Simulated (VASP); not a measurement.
# Ca (Fm-3m) in VASP: notebook

Ca is run at these levels: PBE; tasks: single point, relaxation of cell and atoms.

All numbers are computed with VASP 6.6.1; they aren't measurements. Logs are shortened: lines on timing, memory, paths and dates and some standing lists are left out, and cuts for length are marked.

## Step 1: The cell of the first run

The structure is cubic, space group Fm-3m (No. 225). The conventional cell has a = 5.152 Å, b = 5.152 Å, c = 5.152 Å, α = 90.00°, β = 90.00°, γ = 90.00°. Within 4.8 Å of Ca (site symmetry m-3m) lie 12 Ca at 3.64 Å.

## Step 2: Single point, PBE

INCAR

```
  ALGO = Fast
  EDIFF = 1E-6
  ENCUT = 520
  GGA = PE
  ISIF = 2
  ISMEAR = -1
  LASPH = True
  LCHARG = False
  LREAL = False
  LWAVE = False
  NBANDS = 11
  NELM = 100
  PREC = Accurate
  SIGMA = 0.05
```

KPOINTS

```
k-points
0
Gamma
  8 8 8
```

POSCAR

```
Ca
1.0
    0.0000000000      2.5760683249      2.5760683249
    2.5760683249      0.0000000000      2.5760683249
    2.5760683249      2.5760683249      0.0000000000
Ca
1
Direct
    0.0000000000      0.0000000000      0.0000000000
```

Potentials or basis: VASP PAW PBE potentials, release 64 (Ca_sv).

Launch:

```sh
$ cat potpaw_PBE.64/Ca_sv/POTCAR > POTCAR
$ mpirun -np 1 vasp_std > vasp.out
```

OUTCAR:

```text
EDIFF = 1E-6
   ENCUT = 520
   GGA = PE
   ISIF = 2
   ISMEAR = -1
   LASPH = True
   LREAL = False
   NELM = 100
   PREC = Accurate

 ion  position               nearest neighbor table
   1  0.000  0.000  0.000-

  LATTYP: Found a face centered cubic cell.
 ALAT       =     5.1521366498

  Lattice vectors:

 A1 = (   0.0000000000,   2.5760683249,   2.5760683249)
 A2 = (   2.5760683249,   0.0000000000,   2.5760683249)
 A3 = (   2.5760683249,   2.5760683249,   0.0000000000)

Analysis of symmetry for initial positions (statically):
=====================================================================
 Subroutine PRICEL returns:
 Original cell was already a primitive cell.

 Routine SETGRP: Setting up the symmetry group for a
 face centered cubic supercell.

 Subroutine GETGRP returns: Found 48 space group operations
 (whereof 48 operations were pure point group operations)
 out of a pool of 48 trial point group operations.

The static configuration has the point symmetry O_h .

Analysis of symmetry for dynamics (positions and initial velocities):
=====================================================================
 Subroutine PRICEL returns:
 Original cell was already a primitive cell.

 Routine SETGRP: Setting up the symmetry group for a
 face centered cubic supercell.

 Subroutine GETGRP returns: Found 48 space group operations
 (whereof 48 operations were pure point group operations)
 out of a pool of 48 trial point group operations.

The dynamic configuration has the point symmetry O_h .

 Subroutine INISYM returns: Found 48 space group operations
 (whereof 48 operations are pure point group operations),
 and found     1 'primitive' translations

----------------------------------------------------------------------------------------

                                     Primitive cell

  volume of cell :      34.1902

  direct lattice vectors                    reciprocal lattice vectors
     0.000000000  2.576068325  2.576068325    -0.194094231  0.194094231  0.194094231
     2.576068325  0.000000000  2.576068325     0.194094231 -0.194094231  0.194094231
     2.576068325  2.576068325  0.000000000     0.194094231  0.194094231 -0.194094231

  length of vectors
     3.643110763  3.643110763  3.643110763     0.336181069  0.336181069  0.336181069

  position of ions in fractional coordinates (direct lattice)
     0.000000000  0.000000000  0.000000000

[... 74 lines left out ...]
   NELM   =    100;   NELMIN=  2; NELMDL= -5     # of ELM steps
   EDIFF  = 0.1E-05   stopping-criterion for ELM
   LREAL  =      F    real-space projection
   EDIFFG = 0.1E-04   stopping-criterion for IOM
   NSW    =      0    number of steps for IOM
   IBRION =     -1    ionic relax: 0-MD 1-quasi-New 2-CG
   NFREE  =      0    steps in history (QN), initial steepest desc. (CG)
   ISIF   =      2    stress and relaxation
   ISYM   =      2    0-nonsym 1-usesym 2-fastsym
   POTIM  = 0.5000    time-step for ionic-motion
   TEBEG  =    0.0;   TEEND  =   0.0 temperature during run
   PSTRESS=    0.0 pullay stress
   NELECT =      10.0000    total number of electrons
   NUPDOWN=      -1.0000    fix difference up-down
   EMIN   =  10.00;   EMAX   =-10.00  energy-range for DOS
   EFERMI =   0.00;   METHOD = LEGACY
   ISMEAR =    -1;   SIGMA  =   0.05  broadening in eV -4-tet -1-fermi 0-gaus
   EFERMI_NEDOS =   21; number of points for ismear=-14 and -15
   IALGO  =     68    algorithm
   IMIX   =      4    mixing-type and parameters
     AMIX     =   0.40;   BMIX     =  1.00
     AMIX_MAG =   1.60;   BMIX_MAG =  1.00
  volume/ion in A,a.u.               =      34.19       230.73
  Fermi-wavevector in a.u.,A,eV,Ry     =   1.086694  2.053555 16.067186  1.180905
  Thomas-Fermi vector in A             =   2.222837
   LORBIT       =      0    0 simple, 1 ext, 2 COOP (PROOUT), +10 PAW based schemes
   GGA     = PE    functional components
   LHFCALC =     F    Hartree Fock is set to
   AEXX    =    0.0000 exact exchange contribution
   IVDW    =     0    specifies the selected vdW correction
   LEPSILON=     F    determine dielectric tensor
   LRPA    =     F    only Hartree local field effects (RPA)
 non-spin polarized calculation
 RMM-DIIS sequential band-by-band and
  energy-cutoff  :      520.00
  volume of cell :       34.19
 maximum number of plane-waves:       941
   NGX = 13   NGY = 13   NGZ = 13

 number of electron      10.0000001 magnetization

 Free energy of the ion-electron system (eV)
  ---------------------------------------------------
  ext. energy  EPLUGINS =         0.00000000
  ---------------------------------------------------
  free energy    TOTEN  =        -1.82503657 eV

  energy without entropy =       -1.81746158  energy(sigma->0) =       -1.82124908

 E-fermi :   2.8447     XC(G=0):  -8.4143

 val. band max:        2.7632581735   @ k =  -0.3750   0.3750   0.0000
 cond. band min:       2.8751115028   @ k =  -0.3750   0.2500   0.1250
 fundamental gap:      0.1118533293
 Fermi energy:         2.8447245910

 k-point     1 :       0.0000    0.0000    0.0000
  band No.  band energies     occupation
      1     -38.6677      2.00000
      2     -19.5381      2.00000
      3     -19.5381      2.00000
      4     -19.5381      2.00000
      5      -1.5142      2.00000
      6       5.4842      0.00000
      7       5.4842      0.00000
      8       5.4842      0.00000
      9       6.8496      0.00000
     10       6.8496      0.00000
     11      12.9493      0.00000
[... 309 lines left out ...]
 k-point    24 :      -0.3750    0.2500    0.1250
  band No.  band energies     occupation
      1     -38.6260      2.00000
      2     -19.7904      2.00000
      3     -19.6529      2.00000
      4     -19.6007      2.00000
      5       2.5644      1.99267
      6       2.8751      0.70515
      7       4.4795      0.00000
      8       5.8753      0.00000
      9       7.5407      0.00000
     10       8.2839      0.00000
     11       9.0887      0.00000

 [... further k-points ...]
[... 5 lines left out ...]
  --------------------------------------------------------------------------------------
  -------------------------------------------------------------------------------------
  Total        1.0692136      1.0692136      1.0692136      0.0000000      0.0000000      0.0000000
  in kB       50.1040594     50.1040594     50.1040594      0.0000000      0.0000000      0.0000000
  external PRESSURE =      50.1040594 kB  Pullay stress =       0.0000000 kB

 VOLUME and BASIS-vectors are now :
 -----------------------------------------------------------------------------
  energy-cutoff  :      520.00
  volume of cell :       34.19
      direct lattice vectors                 reciprocal lattice vectors
     0.000000000  2.576068325  2.576068325    -0.194094231  0.194094231  0.194094231
     2.576068325  0.000000000  2.576068325     0.194094231 -0.194094231  0.194094231
     2.576068325  2.576068325  0.000000000     0.194094231  0.194094231 -0.194094231

 POSITION                                       TOTAL-FORCE (eV/Angst)
 -----------------------------------------------------------------------------------
      0.00000      0.00000      0.00000        -0.000000     -0.000000     -0.000000
 -----------------------------------------------------------------------------------
    total drift:                               -0.000000     -0.000000     -0.000000

  FREE ENERGIE OF THE ION-ELECTRON SYSTEM (eV)
  ---------------------------------------------------
  free  energy   TOTEN  =        -1.8250365727 eV

  energy  without entropy=       -1.8174615798  energy(sigma->0) =       -1.82124908
```

OSZICAR:

```text
N       E                     dE             d eps       ncg     rms          rms(c)
DAV:   1     0.671579039475E+02    0.67158E+02   -0.51390E+03   638   0.851E+02
DAV:   2    -0.369689797501E+00   -0.67528E+02   -0.66947E+02   695   0.212E+02
DAV:   3    -0.175859679207E+01   -0.13889E+01   -0.13629E+01   852   0.303E+01
DAV:   4    -0.184739770567E+01   -0.88801E-01   -0.88562E-01   843   0.596E+00
DAV:   5    -0.184952664880E+01   -0.21289E-02   -0.21287E-02   879   0.827E-01    0.201E+00
RMM:   6    -0.183175748140E+01    0.17769E-01   -0.10592E-02   658   0.111E+00    0.124E+00
RMM:   7    -0.182513063279E+01    0.66268E-02   -0.19853E-02   723   0.171E+00    0.111E-01
RMM:   8    -0.182483444483E+01    0.29619E-03   -0.54523E-03   756   0.818E-01    0.406E-02
RMM:   9    -0.182498600923E+01   -0.15156E-03   -0.14696E-03   888   0.383E-01    0.244E-02
RMM:  10    -0.182502742800E+01   -0.41419E-04   -0.28229E-04   922   0.142E-01    0.181E-02
RMM:  11    -0.182503508589E+01   -0.76579E-05   -0.87530E-05   946   0.757E-02    0.209E-02
RMM:  12    -0.182503617244E+01   -0.10865E-05   -0.16468E-05   827   0.245E-02    0.125E-02
RMM:  13    -0.182503720447E+01   -0.10320E-05   -0.43941E-06   698   0.187E-02    0.634E-03
RMM:  14    -0.182503657270E+01    0.63176E-06   -0.21858E-06   585   0.979E-03
   1 F= -.18250366E+01 E0= -.18212491E+01  d E =-.757499E-02
```

It took 6.8 s on 1 thread of Intel Xeon 6975P-C (Granite Rapids), shared host; peak memory 0.15 GiB.

Results:

```yaml
Free_energy: -1.8250 eV
Pressure: 5.0 GPa
Band_gap_on_the_k_mesh: zero (band 5 reaches 2.92 eV, above the bottom of band 6 at 2.88 eV)
```

Levels at points of the mesh, in eV from the Fermi level:
```tsv
k point	band 3	band 4	band 5	band 6	band 7	band 8
(0.00, 0.00, 0.00)	-22.38	-22.38	-4.36	2.64	2.64	2.64
(0.50, 0.00, 0.00)	-22.42	-22.42	-1.06	0.10	2.48	2.48
(0.50, 0.50, 0.00)	-22.49	-22.49	-0.68	0.45	1.48	4.88
```

## Step 3: Single point, PBE

This run uses another cell than the first one, of 38.21 Å³/atom, 1.118 times its volume.

INCAR

```
SYSTEM = Ca
PREC = Accurate
ENCUT = 520
EDIFF = 1E-6
ISMEAR = -1
SIGMA = 0.05
LREAL = .FALSE.
LASPH = .TRUE.
NELM = 80
ALGO = Normal
ISIF = 2
LWAVE = .FALSE.
LCHARG = .FALSE.
GGA = PE
NBANDS = 11
```

KPOINTS

```
Automatic mesh
0
G
  8 8 8
  0 0 0
```

POSCAR

```
Ca
1.0
    0.0000000000      2.6733072655      2.6733072655
    2.6733072655      0.0000000000      2.6733072655
    2.6733072655      2.6733072655      0.0000000000
Ca
1
Direct
    0.0000000000      0.0000000000      0.0000000000
```

Potentials or basis: VASP PAW PBE potentials, release 64 (Ca_sv).

Launch:

```sh
$ cat potpaw_PBE.64/Ca_sv/POTCAR > POTCAR
$ mpirun -np 1 vasp_std > vasp.out
```

Run time: 4.2 s. Hardware: 1 thread of Intel Xeon 6975P-C (Granite Rapids), shared host; peak memory 0.16 GiB.

Results (log left out):

```yaml
Free_energy: -1.9111 eV
Pressure: 2.0 GPa
Band_gap_on_the_k_mesh: zero (band 5 reaches 2.51 eV, above the bottom of band 6 at 2.30 eV)
```

Levels at points of the mesh, in eV from the Fermi level:
| k point | band 2 | band 3 | band 4 | band 5 | band 6 | band 7 | band 8 | band 9 |
| --- | --- | --- | --- | --- | --- | --- | --- | --- |
| (0.00, 0.00, 0.00) | -22.65 | -22.65 | -22.65 | -4.16 | 2.51 | 2.51 | 2.51 | 3.71 |
| (0.50, 0.00, 0.00) | -22.84 | -22.67 | -22.67 | -0.99 | -0.04 | 2.38 | 2.38 | 4.49 |
| (0.50, 0.50, 0.00) | -22.83 | -22.72 | -22.72 | -0.52 | 0.56 | 1.21 | 4.48 | 4.70 |

## Step 4: Single point, PBE

This run uses another cell than the first one, of 42.13 Å³/atom, 1.232 times its volume.

INCAR

```
SYSTEM = Ca
  PREC = Accurate
  ENCUT = 520
  EDIFF = 1E-7
  ISMEAR = -1
  SIGMA = 0.05
  LREAL = .False.
  LASPH = .True.
  NELM = 80
  ALGO = Normal
  ISIF = 2
  LWAVE = .False.
  LCHARG = .False.
  GGA = PE
  NBANDS = 11
```

KPOINTS

```
regular mesh
0
Gamma
  8 8 8
  0 0 0
```

POSCAR

```
Ca
1.0
    0.0000000000      2.7617834247      2.7617834247
    2.7617834247      0.0000000000      2.7617834247
    2.7617834247      2.7617834247      0.0000000000
Ca
1
Direct
    0.0000000000      0.0000000000      0.0000000000
```

Launch:

```sh
$ cat potpaw_PBE.64/Ca_sv/POTCAR > POTCAR
$ mpirun -np 1 vasp_std > vasp.out
```

It took 6.7 s on 1 thread of Intel Xeon 6975P-C (Granite Rapids), shared host; peak memory 0.16 GiB.

The run converged. Its results:

- Free energy: -1.9350 eV
- Pressure: 0.0 GPa
- Band gap on the k mesh: zero (band 5 reaches 2.16 eV, above the bottom of band 6 at 1.81 eV)

Levels at points of the mesh, in eV from the Fermi level:
```
           k point  band 1  band 2  band 3  band 4  band 5  band 6  band 7  band 8  band 9  band 10
(0.00, 0.00, 0.00)  -41.97  -22.88  -22.88  -22.88   -3.99    2.38    2.38    2.38    3.46     3.46
(0.50, 0.00, 0.00)  -41.95  -23.02  -22.90  -22.90   -0.94   -0.12    2.27    2.27    4.14     4.14
(0.50, 0.50, 0.00)  -41.95  -23.01  -22.93  -22.93   -0.41    0.62    1.01    4.14    4.33     4.33
```

## Step 5: Relaxation of cell and atoms, PBE

This run uses another cell than the first one, of 43.63 Å³/atom, 1.276 times its volume.

INCAR

```
PREC = Accurate ; ENCUT = 600
EDIFF = 1E-7 ; ISMEAR = -1
SIGMA = 0.05 ; LREAL = F
LASPH = T ; NELM = 80
ALGO = Normal ; ISIF = 3
LWAVE = F ; LCHARG = F
GGA = PE ; IBRION = 2
NSW = 60 ; EDIFFG = -0.01
```

KPOINTS

```
Automatic mesh
0
Gamma
  8 8 8
```

POSCAR

```
Ca
1.0
    0.0000000000      2.7942000000      2.7942000000
    2.7942000000      0.0000000000      2.7942000000
    2.7942000000      2.7942000000      0.0000000000
Ca
1
Direct
    0.0000000000      0.0000000000      0.0000000000
```

Launch:

```sh
$ cat potpaw_PBE.64/Ca_sv/POTCAR > POTCAR
$ mpirun -np 1 vasp_std > vasp.out
```

Wall time 13 s (1 thread of Intel Xeon 6975P-C (Granite Rapids), shared host); peak memory 0.18 GiB.

It converged, with:

- Free energy: -1.9351 eV
- Relaxed volume: 42.26 Å³/atom
- Relaxed cell: a = 3.910 Å, b = 3.910 Å, c = 3.910 Å, α = 60.00°, β = 60.00°, γ = 60.00°
- Space group after relaxing (to 0.05 Å): Fm-3m (No. 225)
- Energy gained by relaxing: 2.4 meV/atom
- Ionic steps: 3
- Pressure after relaxing: 0.0 GPa
- Band gap on the k mesh: zero (band 5 reaches 2.15 eV, above the bottom of band 6 at 1.79 eV)

Step by step:
```csv
step,energy change (eV),largest force (eV/Å),pressure (GPa),volume (Å³)
1,0.0000,0.0000,-0.53,43.63
2,-0.0021,0.0000,-0.19,42.73
3,-0.0024,0.0000,-0.01,42.26
```

Final structure:
```xyz
1
Lattice="0.0000 2.7645 2.7645 2.7645 0.0000 2.7645 2.7645 2.7645 0.0000" Properties=species:S:1:pos:R:3 pbc="T T T"
Ca    0.0000    0.0000    0.0000
```

Levels at points of the mesh, in eV from the Fermi level:
```
           k point  band 2  band 3  band 4  band 5  band 6  band 7  band 8  band 9
(0.00, 0.00, 0.00)  -22.89  -22.89  -22.89   -3.98    2.38    2.38    2.38    3.45
(0.50, 0.00, 0.00)  -23.03  -22.91  -22.91   -0.94   -0.12    2.26    2.26    4.13
(0.50, 0.50, 0.00)  -23.02  -22.94  -22.94   -0.41    0.62    1.01    4.13    4.32
```

## Step 6: Relaxation of cell and atoms, PBE, target pressure 2 GPa, at which the enthalpy is minimised

This run uses another cell than the first one, of 43.63 Å³/atom, 1.276 times its volume.

INCAR

```
ALGO = Normal
EDIFF = 1E-6
EDIFFG = -0.01
ENCUT = 600
GGA = PE
IBRION = 2
ISIF = 3
ISMEAR = -1
LASPH = T
LCHARG = F
LREAL = F
LWAVE = F
NELM = 60
NSW = 60
PREC = Accurate
PSTRESS = 20.0
SIGMA = 0.05
```

KPOINTS

```
k-points
0
Gamma
  8 8 8
```

POSCAR is that of step 5.

Potentials or basis: VASP PAW PBE potentials, release 64 (Ca_sv).

Launch:

```sh
$ cat potpaw_PBE.64/Ca_sv/POTCAR > POTCAR
$ mpirun -np 1 vasp_std > vasp.out
```

It took 19 s on 1 thread of Intel Xeon 6975P-C (Granite Rapids), shared host; peak memory 0.19 GiB.

It converged, with:

- Free energy: -1.9114 eV
- Relaxed volume: 38.22 Å³/atom
- Relaxed cell: a = 3.781 Å, b = 3.781 Å, c = 3.781 Å, α = 60.00°, β = 60.00°, γ = 60.00°
- Space group after relaxing (to 0.05 Å): Fm-3m (No. 225)
- Energy change on relaxing (the enthalpy is what falls): +21.3 meV/atom
- Ionic steps: 4
- Pressure after relaxing: 2.0 GPa
- Band gap on the k mesh: zero (band 5 reaches 2.51 eV, above the bottom of band 6 at 2.30 eV)

Step by step:
```tsv
step	energy change (eV)	largest force (eV/Å)	pressure (GPa)	volume (Å³)
1	0.0000	0.0000	-0.55	43.63
2	0.0090	0.0000	1.34	39.40
3	0.0200	0.0000	1.96	38.32
4	0.0213	0.0000	2.02	38.22
```

Final structure:
```yaml
crystal:
  lattice:
    - [0.00000, 2.67356, 2.67356]
    - [2.67356, 0.00000, 2.67356]
    - [2.67356, 2.67356, 0.00000]
  atoms:
    - { symbol: Ca, position: [0.00000, 0.00000, 0.00000] }
```

Levels at points of the mesh, in eV from the Fermi level:
| k point | band 1 | band 2 | band 3 | band 4 | band 5 | band 6 | band 7 | band 8 | band 9 |
| --- | --- | --- | --- | --- | --- | --- | --- | --- | --- |
| (0.00, 0.00, 0.00) | -41.74 | -22.65 | -22.65 | -22.65 | -4.16 | 2.51 | 2.51 | 2.51 | 3.71 |
| (0.50, 0.00, 0.00) | -41.72 | -22.84 | -22.67 | -22.67 | -0.99 | -0.04 | 2.38 | 2.38 | 4.49 |
| (0.50, 0.50, 0.00) | -41.72 | -22.83 | -22.72 | -22.72 | -0.52 | 0.56 | 1.21 | 4.48 | 4.69 |

Caveat: the cell is relaxed towards a set pressure, so the enthalpy falls and the energy may rise.

## Step 7: Summary

```tsv
task	cell	cutoff (eV)	gap on the mesh (eV)	pressure (GPa)
single point	a = 3.643 Å, angles 60.0°, 1 atom	520	none	5.0
single point	a = 3.781 Å, angles 60.0°, 1 atom	520	none	2.0
single point	a = 3.906 Å, angles 60.0°, 1 atom	520	none	0.0
relaxation of cell and atoms	relaxed from a = 3.952 Å, angles 60.0°, 1 atom	600	none	0.0
relaxation of cell and atoms	relaxed to 2 GPa from a = 3.952 Å, angles 60.0°, 1 atom	600	none	2.0
```

Alike in all rows: level PBE; potentials or basis VASP PAW PBE potentials, release 64 (Ca_sv); no spin polarisation; k mesh 8 × 8 × 8; smearing fermi-dirac 0.05 eV.

Caveats: the cell is relaxed towards a set pressure, so the enthalpy falls and the energy may rise (some runs).

Absolute energies hang on the potentials; compare differences alone.
